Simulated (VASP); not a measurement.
# Mg8Si4H (a cell with a defect) in VASP: notebook

Runs on Mg8Si4H (a cell with a defect). Level: PBE. Tasks: single point.

Everything below comes from runs of VASP 6.6.1. Logs are shortened: lines on timing, memory, paths and dates and some standing lists are left out, and cuts for length are marked.

## Step 1: The cell of the first run

The cell holds a defect, 13 atoms: a = 6.391 Å, b = 6.391 Å, c = 6.391 Å, α = 90.00°, β = 90.00°, γ = 90.00°.

## Step 2: Single point, PBE

INCAR reads:

```
SYSTEM = Mg8Si4H
  PREC = Accurate
  ENCUT = 520
  EDIFF = 1E-7
  ISMEAR = 0
  SIGMA = 0.1
  LREAL = .FALSE.
  LASPH = .TRUE.
  NELM = 60
  ALGO = Normal
  ISIF = 2
  LWAVE = .FALSE.
  LCHARG = .FALSE.
  GGA = PE
  NBANDS = 28
```

KPOINTS reads:

```
Automatic mesh
0
G
  3 3 3
  0 0 0
```

POSCAR reads:

```
Mg8Si4H
1.0
    6.3910000000      0.0000000000      0.0000000000
    0.0000000000      6.3910000000      0.0000000000
    0.0000000000      0.0000000000      6.3910000000
Mg Si H
8 4 1
Direct
    0.2410147446      0.2540671783      0.2548089686
    0.7381680623      0.7437771460      0.7447214195
    0.7378384190      0.7437324255      0.2568715331
    0.2412669414      0.2541336750      0.7463110726
    0.7382044777      0.2558839763      0.7447158499
    0.2409885531      0.7456398646      0.2548013995
    0.2412362534      0.7455705251      0.7463190975
    0.7378778175      0.2559095508      0.2568588630
    0.0006656575     -0.0001364491      0.0004637886
    0.4902122574      0.4998307364      0.0006705796
    0.4901946457     -0.0001600380      0.5007510499
   -0.0089004030      0.4998473422      0.5006116418
    0.7487043734     -0.0004375331      0.0031395363
```

Potentials or basis: VASP PAW PBE potentials, release 64 (Mg, Si, H).

The run is started by

```console
> cat potpaw_PBE.64/Mg/POTCAR potpaw_PBE.64/Si/POTCAR potpaw_PBE.64/H/POTCAR > POTCAR
> mpirun -np 1 vasp_std > vasp.out
```

OUTCAR:

```text
SYSTEM = Mg8Si4H
   PREC = Accurate
   ENCUT = 520
   EDIFF = 1E-7
   ISMEAR = 0
   LREAL = .FALSE.
   LASPH = .TRUE.
   NELM = 60
   ISIF = 2
   GGA = PE

 ion  position               nearest neighbor table
   1  0.241  0.254  0.255-  12 2.74   9 2.76  10 2.76  11 2.77   4 3.14   6 3.14   8 3.18   8 3.22
                             6 3.25   4 3.25
   2  0.738  0.744  0.745-  12 2.73  10 2.76  11 2.76   9 2.86   3 3.12   5 3.12   7 3.18   7 3.22
                             5 3.27   3 3.27
   3  0.738  0.744  0.257-  12 2.73  11 2.76  10 2.76   9 2.86   8 3.12   2 3.12   6 3.18   6 3.22
                             2 3.27   8 3.27
   4  0.241  0.254  0.746-  12 2.74  11 2.76  10 2.76   9 2.76   7 3.14   1 3.14   5 3.18   5 3.22
                             1 3.25   7 3.25
   5  0.738  0.256  0.745-  12 2.73  10 2.76  11 2.76   9 2.86   8 3.12   2 3.12   4 3.18   4 3.22
                             2 3.27   8 3.27
   6  0.241  0.746  0.255-  12 2.74   9 2.76  10 2.76  11 2.77   7 3.14   1 3.14   3 3.18   3 3.22
                             1 3.25   7 3.25
   7  0.241  0.746  0.746-  12 2.74  11 2.76  10 2.76   9 2.76   4 3.14   6 3.14   2 3.18   2 3.22
                             6 3.25   4 3.25
   8  0.738  0.256  0.257-  12 2.73  11 2.76  10 2.76   9 2.86   3 3.12   5 3.12   1 3.18   1 3.22
                             5 3.27   3 3.27
   9  0.001  1.000  0.000-  13 1.61   6 2.76   1 2.76   7 2.76   4 2.76   5 2.86   2 2.86   8 2.86
                             3 2.86
  10  0.490  0.500  0.001-   3 2.76   8 2.76   2 2.76   5 2.76   4 2.76   7 2.76   1 2.76   6 2.76

  11  0.490  1.000  0.501-   3 2.76   8 2.76   2 2.76   5 2.76   4 2.76   7 2.76   1 2.77   6 2.77

  12  0.991  0.500  0.501-   3 2.73   8 2.73   5 2.73   2 2.73   6 2.74   1 2.74   7 2.74   4 2.74

  13  0.749  1.000  0.003-   9 1.61

  LATTYP: Found a simple cubic cell.
 ALAT       =     6.3910000000

  Lattice vectors:

 A1 = (   6.3910000000,   0.0000000000,   0.0000000000)
 A2 = (   0.0000000000,   6.3910000000,   0.0000000000)
 A3 = (   0.0000000000,   0.0000000000,   6.3910000000)

Analysis of symmetry for initial positions (statically):
=====================================================================
 Subroutine PRICEL returns:
 Original cell was already a primitive cell.

 Routine SETGRP: Setting up the symmetry group for a
 simple cubic supercell.

 Subroutine GETGRP returns: Found  1 space group operations
 (whereof  1 operations were pure point group operations)
 out of a pool of 48 trial point group operations.

The static configuration has the point symmetry C_1 .

Analysis of symmetry for dynamics (positions and initial velocities):
=====================================================================
 Subroutine PRICEL returns:
 Original cell was already a primitive cell.

 Routine SETGRP: Setting up the symmetry group for a
 simple cubic supercell.

 Subroutine GETGRP returns: Found  1 space group operations
 (whereof  1 operations were pure point group operations)
 out of a pool of 48 trial point group operations.

The dynamic configuration has the point symmetry C_1 .

 Subroutine INISYM returns: Found  1 space group operations
 (whereof  1 operations are pure point group operations),
 and found     1 'primitive' translations

----------------------------------------------------------------------------------------

                                     Primitive cell

  volume of cell :     261.0396

  direct lattice vectors                    reciprocal lattice vectors
     6.391000000  0.000000000  0.000000000     0.156470036  0.000000000  0.000000000
     0.000000000  6.391000000  0.000000000     0.000000000  0.156470036  0.000000000
     0.000000000  0.000000000  6.391000000     0.000000000  0.000000000  0.156470036

  length of vectors
     6.391000000  6.391000000  6.391000000     0.156470036  0.156470036  0.156470036

  position of ions in fractional coordinates (direct lattice)
     0.241014745  0.254067178  0.254808969
     0.738168062  0.743777146  0.744721420
     0.737838419  0.743732425  0.256871533
     0.241266941  0.254133675  0.746311073
     0.738204478  0.255883976  0.744715850
     0.240988553  0.745639865  0.254801400
     0.241236253  0.745570525  0.746319097
     0.737877817  0.255909551  0.256858863
     0.000665658  0.999863551  0.000463789
     0.490212257  0.499830736  0.000670580
     0.490194646  0.999839962  0.500751050
     0.991099597  0.499847342  0.500611642
[... 37 lines left out ...]
     0.000000000  0.000000000  0.000000000

 Subroutine IBZKPT returns following result:
 ===========================================

 Found     14 irreducible k-points:

 Following reciprocal coordinates:
            Coordinates               Weight
  0.000000  0.000000  0.000000      1.000000
  0.333333  0.000000  0.000000      2.000000
  0.000000  0.333333  0.000000      2.000000
  0.000000  0.000000  0.333333      2.000000
  0.333333  0.333333  0.000000      2.000000
  0.000000  0.333333  0.333333      2.000000
  0.333333  0.000000  0.333333      2.000000
 -0.333333  0.333333  0.000000      2.000000
 -0.333333  0.000000  0.333333      2.000000
  0.000000 -0.333333  0.333333      2.000000
  0.333333  0.333333  0.333333      2.000000
 -0.333333  0.333333  0.333333      2.000000
 -0.333333 -0.333333  0.333333      2.000000
  0.333333 -0.333333  0.333333      2.000000
   k-points           NKPTS =     14   k-points in BZ     NKDIM =     14   number of bands    NBANDS=     28
   number of dos      NEDOS =    301   number of ions     NIONS =     13
   total plane-waves  NPLWV = 110592
   dimension x,y,z NGX =    48 NGY =   48 NGZ =   48
   dimension x,y,z NGXF=    96 NGYF=   96 NGZF=   96
   ions per type =               8   4   1
   NGX,Y,Z   is equivalent  to a cutoff of  12.49, 12.49, 12.49 a.u.
   NGXF,Y,Z  is equivalent  to a cutoff of  24.97, 24.97, 24.97 a.u.
 SYSTEM =  Mg8Si4H
   PREC   = accura    normal or accurate (medium, high low for compatibility)
   ISTART =      0    job   : 0-new  1-cont  2-samecut
   ICHARG =      2    charge: 1-file 2-atom 10-const
   ISPIN  =      1    spin polarized calculation?
   LNONCOLLINEAR =      F non collinear calculations
   LSORBIT =      F    spin-orbit coupling
   LASPH  =      T    aspherical Exc in radial PAW
   ENCUT  =  520.0 eV  38.22 Ry    6.18 a.u.  11.88 11.88 11.88*2*pi/ulx,y,z
   NELM   =     60;   NELMIN=  2; NELMDL= -5     # of ELM steps
   EDIFF  = 0.1E-06   stopping-criterion for ELM
   LREAL  =      F    real-space projection
   EDIFFG = 0.1E-05   stopping-criterion for IOM
   NSW    =      0    number of steps for IOM
   IBRION =     -1    ionic relax: 0-MD 1-quasi-New 2-CG
   NFREE  =      0    steps in history (QN), initial steepest desc. (CG)
   ISIF   =      2    stress and relaxation
   ISYM   =      2    0-nonsym 1-usesym 2-fastsym
   POTIM  = 0.5000    time-step for ionic-motion
   TEBEG  =    0.0;   TEEND  =   0.0 temperature during run
   PSTRESS=    0.0 pullay stress
   NELECT =      33.0000    total number of electrons
   NUPDOWN=      -1.0000    fix difference up-down
   EMIN   =  10.00;   EMAX   =-10.00  energy-range for DOS
   EFERMI =   0.00;   METHOD = LEGACY
   ISMEAR =     0;   SIGMA  =   0.10  broadening in eV -4-tet -1-fermi 0-gaus
   EFERMI_NEDOS =   21; number of points for ismear=-14 and -15
   IALGO  =     38    algorithm
   IMIX   =      4    mixing-type and parameters
     AMIX     =   0.40;   BMIX     =  1.00
     AMIX_MAG =   1.60;   BMIX_MAG =  1.00
  volume/ion in A,a.u.               =      20.08       135.51
  Fermi-wavevector in a.u.,A,eV,Ry     =   0.821632  1.552659  9.185009  0.675079
  Thomas-Fermi vector in A             =   1.932825
   LORBIT       =      0    0 simple, 1 ext, 2 COOP (PROOUT), +10 PAW based schemes
   GGA     = PE    functional components
   LHFCALC =     F    Hartree Fock is set to
   AEXX    =    0.0000 exact exchange contribution
   IVDW    =     0    specifies the selected vdW correction
   LEPSILON=     F    determine dielectric tensor
   LRPA    =     F    only Hartree local field effects (RPA)
 non-spin polarized calculation
 Gauss-broadening in eV      SIGMA  =   0.10
  energy-cutoff  :      520.00
  volume of cell :      261.04
 maximum number of plane-waves:      7075
   NGX = 23   NGY = 23   NGZ = 23

 number of electron      33.0000001 magnetization

 Free energy of the ion-electron system (eV)
  ---------------------------------------------------
  ext. energy  EPLUGINS =         0.00000000
  ---------------------------------------------------
  free energy    TOTEN  =       -37.97954678 eV

  energy without entropy =      -37.95786186  energy(sigma->0) =      -37.96870432

 E-fermi :   4.1322     XC(G=0):  -8.8042

 val. band max:        4.0790770736   @ k =   0.0000   0.3333   0.3333
 cond. band min:       4.1625389617   @ k =   0.0000   0.3333   0.0000
 fundamental gap:      0.0834618881
 Fermi energy:         4.1322352310

 k-point     1 :       0.0000    0.0000    0.0000
  band No.  band energies     occupation
      1      -6.1389      2.00000
      2      -4.5684      2.00000
      3      -3.5955      2.00000
      4      -3.5531      2.00000
      5      -1.8267      2.00000
      6      -0.9028      2.00000
[... 423 lines left out ...]
     27       6.9706      0.00000
     28       7.0499      0.00000

------------------------ aborting loop because EDIFF is reached ----------------------------------------

  FORCE on cell =-STRESS in cart. coord.  units (eV):
  Direction    XX          YY          ZZ          XY          YZ          ZX
  --------------------------------------------------------------------------------------
  -------------------------------------------------------------------------------------
  Total       -3.1030446      1.0484741      1.0514160      0.0054739      0.0001231     -0.0484743
  in kB      -19.0454897      6.4351968      6.4532532      0.0335969      0.0007553     -0.2975198
  external PRESSURE =      -2.0523466 kB  Pullay stress =       0.0000000 kB

 VOLUME and BASIS-vectors are now :
 -----------------------------------------------------------------------------
  energy-cutoff  :      520.00
  volume of cell :      261.04
      direct lattice vectors                 reciprocal lattice vectors
     6.391000000  0.000000000  0.000000000     0.156470036  0.000000000  0.000000000
     0.000000000  6.391000000  0.000000000     0.000000000  0.156470036  0.000000000
     0.000000000  0.000000000  6.391000000     0.000000000  0.000000000  0.156470036

 POSITION                                       TOTAL-FORCE (eV/Angst)
 -----------------------------------------------------------------------------------
      1.54033      1.62374      1.62848         0.000081      0.001923      0.002709
      4.71763      4.75348      4.75951        -0.001783     -0.003952     -0.004352
      4.71553      4.75319      1.64167        -0.000531     -0.003620      0.003374
      1.54194      1.62417      4.76967        -0.001112      0.002538     -0.001898
      4.71786      1.63535      4.75948        -0.001939      0.003996     -0.004301
      1.54016      4.76538      1.62844         0.000178     -0.002042      0.002644
      1.54174      4.76494      4.76973        -0.000945     -0.002607     -0.001824
      4.71578      1.63552      1.64158        -0.000679      0.003819      0.003468
      0.00425      6.39013      0.00296        -0.007422     -0.000212      0.001863
      3.13295      3.19442      0.00429         0.004753     -0.000007     -0.000020
      3.13283      6.38998      3.20030         0.005143      0.000006      0.000048
      6.33412      3.19452      3.19941         0.003798     -0.000095      0.000661
      4.78497      6.38820      0.02006         0.000459      0.000253     -0.002372
 -----------------------------------------------------------------------------------
    total drift:                                0.000001     -0.000010      0.000009

  FREE ENERGIE OF THE ION-ELECTRON SYSTEM (eV)
  ---------------------------------------------------
  free  energy   TOTEN  =       -37.9795467812 eV

  energy  without entropy=      -37.9578618630  energy(sigma->0) =      -37.96870432
```

It took 1.9 min on 1 thread of Intel Xeon Platinum 8488C (Sapphire Rapids), shared host; peak memory 0.35 GiB.

What came out:

* Free energy: -37.9795 eV
* Pressure: -0.2 GPa
* Largest force: 0.008 eV/Å

Forces on the atoms (eV/Å):
```
Mg   0.000  0.002  0.003
Mg  -0.002 -0.004 -0.004
Mg  -0.001 -0.004  0.003
Mg  -0.001  0.003 -0.002
Mg  -0.002  0.004 -0.004
Mg   0.000 -0.002  0.003
Mg  -0.001 -0.003 -0.002
Mg  -0.001  0.004  0.003
Si  -0.007  0.000  0.002
Si   0.005  0.000  0.000
Si   0.005  0.000  0.000
Si   0.004  0.000  0.001
H    0.000  0.000 -0.002
```

## Step 3: Single point, PBE

INCAR reads:

```
ALGO = Normal
EDIFF = 1E-6
ENCUT = 520
GGA = PE
ISIF = 2
ISMEAR = 0
LASPH = True
LCHARG = False
LREAL = False
LWAVE = False
NBANDS = 28
NELM = 100
PREC = Accurate
SIGMA = 0.1
```

KPOINTS reads:

```
k-points
0
Gamma
  3 3 3
```

POSCAR reads:

```
Mg8Si4H
1.0
    6.3910000000      0.0000000000      0.0000000000
    0.0000000000      6.3910000000      0.0000000000
    0.0000000000      0.0000000000      6.3910000000
Mg Si H
8 4 1
Direct
    0.2438609232      0.2375084891      0.2560714481
    0.7542319320      0.7402534650      0.7457343419
    0.7542709462      0.7403003680      0.2539498045
    0.2441880485      0.2371972923      0.7436131366
    0.7563705720      0.2368416285      0.7435656524
    0.2459166679      0.7404658644      0.2540511000
    0.2460357860      0.7402747948      0.7457132482
    0.7563611497      0.2372782902      0.2557819848
    0.0002613959     -0.0103837986     -0.0001527237
    0.5001130457      0.4994203308     -0.0001376595
    0.5001251487     -0.0103803184      0.4996706105
    0.0000437468      0.4905831340      0.4999572739
    0.5015966174      0.2473198901     -0.0020136876
```

Potentials or basis: VASP PAW PBE potentials, release 64 (Mg, Si, H).

The run is started by

```console
> cat potpaw_PBE.64/Mg/POTCAR potpaw_PBE.64/Si/POTCAR potpaw_PBE.64/H/POTCAR > POTCAR
> mpirun -np 1 vasp_std > vasp.out
```

It took 1.7 min on 1 thread of Intel Xeon Platinum 8488C (Sapphire Rapids), shared host; peak memory 0.35 GiB.

The run converged. Its results:

| Item | Value |
| --- | --- |
| Free energy | -37.9795 eV |
| Pressure | -0.2 GPa |
| Largest force | 0.009 eV/Å |

Forces in eV/Å, atoms in the order of the input:
```
Mg   0.002 -0.001 -0.002
Mg   0.003  0.000 -0.003
Mg   0.003  0.002  0.004
Mg  -0.005  0.000 -0.001
Mg   0.004  0.004 -0.003
Mg  -0.003  0.000  0.003
Mg  -0.004  0.002 -0.003
Mg   0.000  0.000  0.005
Si   0.000 -0.004 -0.001
Si  -0.002 -0.005  0.002
Si   0.001 -0.005  0.000
Si   0.001 -0.001 -0.002
H   -0.002  0.008  0.002
```

Stress tensor (GPa, compression positive):
```
 0.64 -0.02  0.00
-0.02 -1.92  0.02
 0.00  0.02  0.65
```

Levels at points of the mesh, in eV from the Fermi level:
| k point | band 14 | band 15 | band 16 | band 17 | band 18 | band 19 |
| --- | --- | --- | --- | --- | --- | --- |
| (0.00, 0.00, 0.00) | -1.37 | -0.67 | -0.67 | -0.66 | -0.53 | -0.33 |

## Step 4: Single point, PBE

INCAR reads:

```
SYSTEM = Mg8Si4H
PREC = Accurate
ENCUT = 520
EDIFF = 1E-7
ISMEAR = 0
SIGMA = 0.1
LREAL = .False.
LASPH = .True.
NELM = 60
ALGO = Normal
ISIF = 2
LWAVE = .False.
LCHARG = .True.
GGA = PE
LELF = .True.
LVHAR = .True.
NBANDS = 28
```

KPOINTS reads:

```
Automatic mesh
0
Gamma
  3 3 3
  0 0 0
```

POSCAR reads:

```
Mg8Si4H
1.0
    6.3910000000      0.0000000000      0.0000000000
    0.0000000000      6.3910000000      0.0000000000
    0.0000000000      0.0000000000      6.3910000000
Mg Si H
8 4 1
Direct
    0.2410147082      0.2540671256      0.2548089501
    0.7381680488      0.7437771867      0.7447214833
    0.7378383665      0.7437324362      0.2568715381
    0.2412669379      0.2541336254      0.7463110624
    0.7382045063      0.2558840557      0.7447158504
    0.2409885777      0.7456398060      0.2548014395
    0.2412362698      0.7455704898      0.7463190424
    0.7378777969      0.2559095603      0.2568588640
    0.0006656235     -0.0001364419      0.0004637772
    0.4902123298      0.4998306994      0.0006706306
    0.4901946487     -0.0001600688      0.5007510562
   -0.0089003286      0.4998472852      0.5006116414
    0.7487044281     -0.0004374902      0.0031395713
```

The run is started by

```console
> cat potpaw_PBE.64/Mg/POTCAR potpaw_PBE.64/Si/POTCAR potpaw_PBE.64/H/POTCAR > POTCAR
> mpirun -np 1 vasp_std > vasp.out
```

Wall time 1.8 min (1 thread of Intel Xeon Platinum 8488C (Sapphire Rapids), shared host); peak memory 0.36 GiB.

Results (log left out):

| Property | Result |
| --- | --- |
| Free energy | -37.9795 eV |
| Pressure | -0.2 GPa |
| Largest force | 0.008 eV/Å |

Forces in eV/Å, atoms in the order of the input:
```
Mg   0.000  0.002  0.003
Mg  -0.002 -0.004 -0.004
Mg  -0.001 -0.004  0.003
Mg  -0.001  0.003 -0.002
Mg  -0.002  0.004 -0.004
Mg   0.000 -0.002  0.003
Mg  -0.001 -0.003 -0.002
Mg  -0.001  0.004  0.003
Si  -0.007  0.000  0.002
Si   0.005  0.000  0.000
Si   0.005  0.000  0.000
Si   0.004  0.000  0.001
H    0.000  0.000 -0.002
```

Stress tensor (GPa, compression positive):
```
-1.90  0.00 -0.03
 0.00  0.64  0.00
-0.03  0.00  0.65
```

Levels at points of the mesh, in eV from the Fermi level:
```
           k point  band 13  band 14  band 15  band 16  band 17  band 18  band 19  band 20
(0.00, 0.00, 0.00)    -2.49    -1.37    -0.67    -0.67    -0.66    -0.53    -0.33    -0.32
```

## Step 5: Single point, PBE

Changes to INCAR since step 4:

```diff
@@ -3,3 +3,3 @@
 ENCUT = 520
-EDIFF = 1E-7
+EDIFF = 1E-6
 ISMEAR = 0
@@ -8,3 +8,3 @@
 LASPH = .True.
-NELM = 60
+NELM = 80
 ALGO = Normal
```

KPOINTS is that of step 4.

POSCAR reads:

```
Mg8Si4H
1.0
    6.3910000000      0.0000000000      0.0000000000
    0.0000000000      6.3910000000      0.0000000000
    0.0000000000      0.0000000000      6.3910000000
Mg Si H
8 4 1
Direct
    0.2438608981      0.2375085276      0.2560715068
    0.7542318886      0.7402534815      0.7457343139
    0.7542710061      0.7403004225      0.2539497731
    0.2441880770      0.2371973087      0.7436132061
    0.7563705210      0.2368416523      0.7435656392
    0.2459166015      0.7404658113      0.2540511657
    0.2460358316      0.7402747614      0.7457131904
    0.7563611328      0.2372783602      0.2557820372
    0.0002614614     -0.0103838210     -0.0001527148
    0.5001131278      0.4994202785     -0.0001376936
    0.5001251760     -0.0103803787      0.4996706306
    0.0000438116      0.4905831638      0.4999572837
    0.5015966202      0.2473198248     -0.0020136129
```

The run is started by

```console
> cat potpaw_PBE.64/Mg/POTCAR potpaw_PBE.64/Si/POTCAR potpaw_PBE.64/H/POTCAR > POTCAR
> mpirun -np 1 vasp_std > vasp.out
```

It took 82 s on 1 thread of Intel Xeon Platinum 8488C (Sapphire Rapids), shared host; peak memory 0.36 GiB.

It converged, with:

```yaml
Free_energy: -37.9795 eV
Pressure: -0.2 GPa
Largest_force: 0.009 eV/Å
```

Forces in eV/Å, atoms in the order of the input:
```
Mg   0.002 -0.001 -0.002
Mg   0.003  0.000 -0.003
Mg   0.003  0.002  0.004
Mg  -0.005  0.000 -0.001
Mg   0.004  0.004 -0.003
Mg  -0.003  0.000  0.003
Mg  -0.004  0.002 -0.003
Mg   0.000  0.000  0.005
Si   0.000 -0.004 -0.001
Si  -0.002 -0.005  0.002
Si   0.001 -0.005  0.000
Si   0.001 -0.001 -0.002
H   -0.002  0.008  0.002
```

Stress tensor (GPa, compression positive):
```
 0.64 -0.02  0.00
-0.02 -1.92  0.02
 0.00  0.02  0.65
```

Levels at points of the mesh, in eV from the Fermi level:
| k point | band 12 | band 13 | band 14 | band 15 | band 16 | band 17 | band 18 | band 19 | band 20 | band 21 |
| --- | --- | --- | --- | --- | --- | --- | --- | --- | --- | --- |
| (0.00, 0.00, 0.00) | -2.50 | -2.49 | -1.37 | -0.67 | -0.67 | -0.66 | -0.53 | -0.33 | -0.32 | -0.32 |
